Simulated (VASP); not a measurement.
Write the native input for VASP 6.6.1 that does the following.

```yaml
Task: single point
Functional: PBEsol
Potentials_or_basis: VASP PAW PBE potentials, release 64 (Ti_sv)
Cutoff: 520 eV
k_mesh: 18 × 18 × 10
Occupations: gaussian, width 0.15 eV
Spin: no spin polarisation
Dipole_correction: no
Further_INCAR_settings: ALGO = Fast; EDIFF = 1e-07; NBANDS = 19
```

The structure of Ti lies in POSCAR:

```
Ti
1.0
    2.9499978604      0.0000000000      0.0000000000
   -1.4749989302      2.5547730882      0.0000000000
    0.0000000000      0.0000000000      4.6860000000
Ti
2
Direct
    0.2892981114      0.5785962227      0.2019846351
    0.6666666667      0.3333333333      0.7500000000
```

This cell differs from its parent crystal: atom 1 (Ti) moved by (-0.225, -0.225) A along y and z.

One way to write it, as run:

INCAR

```
PREC = Accurate
ENCUT = 520
EDIFF = 1E-7
ISMEAR = 0
SIGMA = 0.15
LREAL = False
LASPH = True
NELM = 80
ALGO = Fast
ISIF = 2
LWAVE = False
LCHARG = True
GGA = PS
LELF = True
LVHAR = True
NBANDS = 19
```

KPOINTS

```
Automatic mesh
0
Gamma
  18 18 10
```

Potentials or basis: VASP PAW PBE potentials, release 64 (Ti_sv).

Launch:

```console
$ cat potpaw_PBE.64/Ti_sv/POTCAR > POTCAR
$ mpirun -np 1 vasp_std > vasp.out
```

Results of the run:

```yaml
Pressure: -4.1 GPa
Largest_force: 0.920 eV/Å
Band_gap_on_the_k_mesh: zero (bands 12 and 13 overlap by 0.98 eV)
```

Caveat: the cell differs from its parent crystal (atom 1 (Ti) moved by (-0.225, -0.225) A along y and z); the cell stands under tension; the PAW data sets were made with another functional, which shifts forces and pressure a little.

Wall time 53 min on 1 thread of Intel Xeon 8259CL (shared host), peak memory 0.56 GiB.
